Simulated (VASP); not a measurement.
# Sc2As3Se3 (P-62m) in VASP: single point with PBE

Aim: the single point of Sc2As3Se3 with PBE.

Program: VASP 6.6.1. These are calculated values, not measurements. Logs are shortened: lines on timing, memory, paths and dates and some standing lists are left out, and cuts for length are marked.

### 1 The cell of the first run

Symmetry: P-62m, No. 189, hexagonal system. The conventional cell has a = 5.258 Å, b = 5.258 Å, c = 7.604 Å, α = 90.00°, β = 90.00°, γ = 120.00°. Sc (site symmetry 3m) has 6 Se at 2.70 to 3.90 Å and 6 As at 2.90 to 3.56 Å and 2 Sc at 3.72 to 3.89 Å within 4.0 Å. As (site symmetry m2m) has 4 As at 2.72 Å and 4 Sc at 2.90 to 3.56 Å within 3.6 Å. Se (site symmetry m2m) has 2 Sc at 2.70 Å and 6 Se at 2.94 to 3.24 Å within 3.6 Å.

### 2 Single point, PBE

Input file INCAR:

```
ALGO = Normal
EDIFF = 1E-6
ENCUT = 520
GGA = PE
ISIF = 2
ISMEAR = 0
LASPH = True
LCHARG = True
LELF = True
LREAL = False
LVHAR = True
LWAVE = False
NBANDS = 38
NELM = 100
PREC = Accurate
SIGMA = 0.2
```

Input file KPOINTS:

```
k-points
0
Gamma
  3 3 3
```

Input file POSCAR:

```
Sc2As3Se3
1.0
    5.2584521428      0.0000000000      0.0000000000
   -2.6292260714      4.5539531402      0.0000000000
    0.0000000000      0.0000000000      7.6035890653
Sc As Se
2 3 3
Direct
    0.0000000000      0.0000000000      0.2443775781
    0.0000000000      0.0000000000      0.7556224219
    0.4231802847      0.0000000000      0.0000000000
    0.5768197153      0.5768197153      0.0000000000
    0.0000000000      0.4231802847      0.0000000000
    0.6439439479      0.0000000000      0.5000000000
    0.3560560521      0.3560560521      0.5000000000
    0.0000000000      0.6439439479      0.5000000000
```

Potentials or basis: VASP PAW PBE potentials, release 64 (Sc_sv, As, Se).

On the command line:

```bash
cat potpaw_PBE.64/Sc_sv/POTCAR potpaw_PBE.64/As/POTCAR potpaw_PBE.64/Se/POTCAR > POTCAR
mpirun -np 1 vasp_std > vasp.out
```

OUTCAR:

```text
EDIFF = 1E-6
   ENCUT = 520
   GGA = PE
   ISIF = 2
   ISMEAR = 0
   LASPH = True
   LREAL = False
   NELM = 100
   PREC = Accurate

 ion  position               nearest neighbor table
   1  0.000  0.000  0.244-   7 2.70   8 2.70   6 2.70   5 2.90   4 2.90   3 2.90
   2  0.000  0.000  0.756-   7 2.70   8 2.70   6 2.70   5 2.90   4 2.90   3 2.90
   3  0.423  0.000  0.000-   5 2.72   4 2.72   4 2.72   5 2.72   1 2.90   2 2.90
   4  0.577  0.577  0.000-   3 2.72   3 2.72   5 2.72   5 2.72   1 2.90   2 2.90
   5  0.000  0.423  0.000-   3 2.72   3 2.72   4 2.72   4 2.72   1 2.90   2 2.90
   6  0.644  0.000  0.500-   1 2.70   2 2.70
   7  0.356  0.356  0.500-   1 2.70   2 2.70
   8  0.000  0.644  0.500-   1 2.70   2 2.70

  LATTYP: Found a hexagonal cell.
 ALAT       =     5.2584521428
 C/A-ratio  =     1.4459747581

  Lattice vectors:

 A1 = (   5.2584521428,   0.0000000000,   0.0000000000)
 A2 = (  -2.6292260714,   4.5539531402,   0.0000000000)
 A3 = (   0.0000000000,   0.0000000000,   7.6035890653)

Analysis of symmetry for initial positions (statically):
=====================================================================
 Subroutine PRICEL returns:
 Original cell was already a primitive cell.

 Routine SETGRP: Setting up the symmetry group for a
 hexagonal supercell.

 Subroutine GETGRP returns: Found 12 space group operations
 (whereof 12 operations were pure point group operations)
 out of a pool of 24 trial point group operations.

The static configuration has the point symmetry D_3h.

Analysis of symmetry for dynamics (positions and initial velocities):
=====================================================================
 Subroutine PRICEL returns:
 Original cell was already a primitive cell.

 Routine SETGRP: Setting up the symmetry group for a
 hexagonal supercell.

 Subroutine GETGRP returns: Found 12 space group operations
 (whereof 12 operations were pure point group operations)
 out of a pool of 24 trial point group operations.

The dynamic configuration has the point symmetry D_3h.

 Subroutine INISYM returns: Found 12 space group operations
 (whereof 12 operations are pure point group operations),
 and found     1 'primitive' translations

----------------------------------------------------------------------------------------

                                     Primitive cell

  volume of cell :     182.0812

  direct lattice vectors                    reciprocal lattice vectors
     5.258452143  0.000000000  0.000000000     0.190170030  0.109794718  0.000000000
    -2.629226071  4.553953140  0.000000000     0.000000000  0.219589436  0.000000000
     0.000000000  0.000000000  7.603589065     0.000000000  0.000000000  0.131516839

  length of vectors
     5.258452143  5.258452143  7.603589065     0.219589436  0.219589436  0.131516839

  position of ions in fractional coordinates (direct lattice)
     0.000000000  0.000000000  0.244377578
     0.000000000  0.000000000  0.755622422
     0.423180285  0.000000000  0.000000000
     0.576819715  0.576819715  0.000000000
     0.000000000  0.423180285  0.000000000
     0.643943948  0.000000000  0.500000000
     0.356056052  0.356056052  0.500000000
     0.000000000  0.643943948  0.500000000

  ion indices of the primitive-cell ions
   primitive index   ion index
                 1           1
                 2           2
                 3           3
                 4           4
                 5           5
                 6           6
                 7           7
                 8           8

----------------------------------------------------------------------------------------

 KPOINTS: k-points

Automatic generation of k-mesh.
 Grid dimensions read from file:
 generate k-points for:    3    3    3

 Generating k-lattice:

  Cartesian coordinates                     Fractional coordinates (reciprocal lattice)
     0.063390010  0.036598239  0.000000000     0.333333333  0.000000000  0.000000000
     0.000000000  0.073196479  0.000000000     0.000000000  0.333333333  0.000000000
     0.000000000  0.000000000  0.043838946     0.000000000  0.000000000  0.333333333

  Length of vectors
     0.073196479  0.073196479  0.043838946

  Shift w.r.t. Gamma in fractional coordinates (k-lattice)
     0.000000000  0.000000000  0.000000000

 Subroutine IBZKPT returns following result:
 ===========================================

 Found      6 irreducible k-points:

 Following reciprocal coordinates:
            Coordinates               Weight
  0.000000  0.000000  0.000000      1.000000
  0.333333  0.000000  0.000000      6.000000
  0.333333  0.333333  0.000000      2.000000
  0.000000  0.000000  0.333333      2.000000
  0.333333  0.000000  0.333333     12.000000
  0.333333  0.333333  0.333333      4.000000
   k-points           NKPTS =      6   k-points in BZ     NKDIM =      6   number of bands    NBANDS=     38
   number of dos      NEDOS =    301   number of ions     NIONS =      8
   total plane-waves  NPLWV =  96000
   dimension x,y,z NGX =    40 NGY =   40 NGZ =   60
   dimension x,y,z NGXF=    80 NGYF=   80 NGZF=  120
   ions per type =               2   3   3
   NGX,Y,Z   is equivalent  to a cutoff of  12.65, 12.65, 13.12 a.u.
   NGXF,Y,Z  is equivalent  to a cutoff of  25.29, 25.29, 26.24 a.u.
 SYSTEM =  unknown system
   PREC   = accura    normal or accurate (medium, high low for compatibility)
   ISTART =      0    job   : 0-new  1-cont  2-samecut
   ICHARG =      2    charge: 1-file 2-atom 10-const
   ISPIN  =      1    spin polarized calculation?
   LNONCOLLINEAR =      F non collinear calculations
   LSORBIT =      F    spin-orbit coupling
   LASPH  =      T    aspherical Exc in radial PAW
   ENCUT  =  520.0 eV  38.22 Ry    6.18 a.u.   9.78  9.78 14.14*2*pi/ulx,y,z
   NELM   =    100;   NELMIN=  2; NELMDL= -5     # of ELM steps
   EDIFF  = 0.1E-05   stopping-criterion for ELM
   LREAL  =      F    real-space projection
   EDIFFG = 0.1E-04   stopping-criterion for IOM
   NSW    =      0    number of steps for IOM
   IBRION =     -1    ionic relax: 0-MD 1-quasi-New 2-CG
   NFREE  =      0    steps in history (QN), initial steepest desc. (CG)
   ISIF   =      2    stress and relaxation
   ISYM   =      2    0-nonsym 1-usesym 2-fastsym
   POTIM  = 0.5000    time-step for ionic-motion
   TEBEG  =    0.0;   TEEND  =   0.0 temperature during run
   PSTRESS=    0.0 pullay stress
   NELECT =      55.0000    total number of electrons
   NUPDOWN=      -1.0000    fix difference up-down
   EMIN   =  10.00;   EMAX   =-10.00  energy-range for DOS
   EFERMI =   0.00;   METHOD = LEGACY
   ISMEAR =     0;   SIGMA  =   0.20  broadening in eV -4-tet -1-fermi 0-gaus
   EFERMI_NEDOS =   21; number of points for ismear=-14 and -15
   IALGO  =     38    algorithm
   IMIX   =      4    mixing-type and parameters
     AMIX     =   0.40;   BMIX     =  1.00
     AMIX_MAG =   1.60;   BMIX_MAG =  1.00
  volume/ion in A,a.u.               =      22.76       153.59
  Fermi-wavevector in a.u.,A,eV,Ry     =   1.098434  2.075740 16.416212  1.206558
  Thomas-Fermi vector in A             =   2.234812
   LORBIT       =      0    0 simple, 1 ext, 2 COOP (PROOUT), +10 PAW based schemes
   GGA     = PE    functional components
   LHFCALC =     F    Hartree Fock is set to
   AEXX    =    0.0000 exact exchange contribution
   IVDW    =     0    specifies the selected vdW correction
   LEPSILON=     F    determine dielectric tensor
   LRPA    =     F    only Hartree local field effects (RPA)
 non-spin polarized calculation
 Gauss-broadening in eV      SIGMA  =   0.20
  energy-cutoff  :      520.00
  volume of cell :      182.08
 maximum number of plane-waves:      4917
 NGX is ok and might be reduce to    40
   NGX = 19   NGY = 19   NGZ = 29

 number of electron      55.0000004 magnetization

 Free energy of the ion-electron system (eV)
  ---------------------------------------------------
  ext. energy  EPLUGINS =         0.00000000
  ---------------------------------------------------
  free energy    TOTEN  =       -40.67869445 eV

  energy without entropy =      -40.60967085  energy(sigma->0) =      -40.64418265

 E-fermi :   4.2560     XC(G=0):  -9.8174

 val. band max:        4.0373645277   @ k =   0.0000   0.0000   0.3333
 cond. band min:       4.3929000739   @ k =   0.3333   0.3333   0.0000
 fundamental gap:      0.3555355462
 Fermi energy:         4.2559754519

 k-point     1 :       0.0000    0.0000    0.0000
  band No.  band energies     occupation
      1     -45.7455      2.00000
      2     -45.7421      2.00000
      3     -24.3858      2.00000
      4     -24.3858      2.00000
      5     -24.3770      2.00000
      6     -24.3770      2.00000
[... 30 lines left out ...]
     37       7.8828      0.00000
     38       7.8870      0.00000

 k-point     2 :       0.3333    0.0000    0.0000
  band No.  band energies     occupation
      1     -45.7454      2.00000
      2     -45.7421      2.00000
      3     -24.3874      2.00000
      4     -24.3863      2.00000
      5     -24.3781      2.00000
      6     -24.3773      2.00000
[... 30 lines left out ...]
     37       7.2933      0.00000
     38       7.3784      0.00000

 k-point     3 :       0.3333    0.3333    0.0000
  band No.  band energies     occupation
      1     -45.7454      2.00000
      2     -45.7421      2.00000
      3     -24.3873      2.00000
      4     -24.3873      2.00000
      5     -24.3780      2.00000
      6     -24.3780      2.00000
[... 30 lines left out ...]
     37       6.6835      0.00000
     38       7.4235      0.00000

 k-point     4 :       0.0000    0.0000    0.3333
  band No.  band energies     occupation
      1     -45.7447      2.00000
      2     -45.7429      2.00000
      3     -24.3836      2.00000
      4     -24.3836      2.00000
      5     -24.3792      2.00000
      6     -24.3792      2.00000
[... 30 lines left out ...]
     37       7.6433      0.00000
     38       7.6433      0.00000

 k-point     5 :       0.3333    0.0000    0.3333
  band No.  band energies     occupation
      1     -45.7446      2.00000
      2     -45.7429      2.00000
      3     -24.3850      2.00000
      4     -24.3840      2.00000
      5     -24.3804      2.00000
      6     -24.3796      2.00000
[... 30 lines left out ...]
     37       7.2748      0.00000
     38       7.4608      0.00000

 k-point     6 :       0.3333    0.3333    0.3333
  band No.  band energies     occupation
      1     -45.7446      2.00000
      2     -45.7429      2.00000
      3     -24.3850      2.00000
      4     -24.3850      2.00000
      5     -24.3803      2.00000
      6     -24.3803      2.00000
[... 30 lines left out ...]
     37       6.5755      0.00000
     38       7.4107      0.00000

------------------------ aborting loop because EDIFF is reached ----------------------------------------

  FORCE on cell =-STRESS in cart. coord.  units (eV):
  Direction    XX          YY          ZZ          XY          YZ          ZX
  --------------------------------------------------------------------------------------
  -------------------------------------------------------------------------------------
  Total        0.0577537      0.0577537      0.2436687      0.0000000      0.0000000      0.0000000
  in kB        0.5081894      0.5081894      2.1441012      0.0000000      0.0000000      0.0000000
  external PRESSURE =       1.0534933 kB  Pullay stress =       0.0000000 kB

 VOLUME and BASIS-vectors are now :
 -----------------------------------------------------------------------------
  energy-cutoff  :      520.00
  volume of cell :      182.08
      direct lattice vectors                 reciprocal lattice vectors
     5.258452143  0.000000000  0.000000000     0.190170030  0.109794718  0.000000000
    -2.629226071  4.553953140  0.000000000     0.000000000  0.219589436  0.000000000
     0.000000000  0.000000000  7.603589065     0.000000000  0.000000000  0.131516839

 POSITION                                       TOTAL-FORCE (eV/Angst)
 -----------------------------------------------------------------------------------
      0.00000      0.00000      1.85815         0.000000     -0.000000      0.000700
      0.00000      0.00000      5.74544         0.000000     -0.000000     -0.000700
      2.22527      0.00000      0.00000         0.011724     -0.000000      0.000000
      1.51659      2.62681      0.00000        -0.005862     -0.010153      0.000000
     -1.11264      1.92714      0.00000        -0.005862      0.010153      0.000000
      3.38615      0.00000      3.80179        -0.020444     -0.000000      0.000000
      0.93615      1.62146      3.80179         0.010222      0.017705      0.000000
     -1.69307      2.93249      3.80179         0.010222     -0.017705      0.000000
 -----------------------------------------------------------------------------------
    total drift:                               -0.000000     -0.000000     -0.000000

  FREE ENERGIE OF THE ION-ELECTRON SYSTEM (eV)
  ---------------------------------------------------
  free  energy   TOTEN  =       -40.6786944536 eV

  energy  without entropy=      -40.6096708507  energy(sigma->0) =      -40.64418265
```

It took 83 s on 1 thread of Intel Xeon 8259CL, shared host; peak memory 0.31 GiB.

What came out:

```yaml
Free_energy: -40.6787 eV
Pressure: 0.1 GPa
Largest_force: 0.020 eV/Å
Band_gap_on_the_k_mesh: zero (an odd number of electrons rules out a gap without spin polarisation)
```

Forces in eV/Å, atoms in the order of the input:
```
Sc   0.000  0.000  0.001
Sc   0.000  0.000 -0.001
As   0.012  0.000  0.000
As  -0.006 -0.010  0.000
As  -0.006  0.010  0.000
Se  -0.020  0.000  0.000
Se   0.010  0.018  0.000
Se   0.010 -0.018  0.000
```

Stress tensor (GPa, compression positive):
```
0.05 0.00 0.00
0.00 0.05 0.00
0.00 0.00 0.21
```

Levels at points of the mesh, in eV from the Fermi level:
```csv
k point,band 24,band 25,band 26,band 27,band 28,band 29,band 30,band 31
"(0.00, 0.00, 0.00)",-2.16,-2.14,-0.89,0.20,0.20,1.20,1.46,1.46
```

Caveat: the k points lie up to 0.46 Å⁻¹ apart, too coarse for converged energies and pressures of a metal.
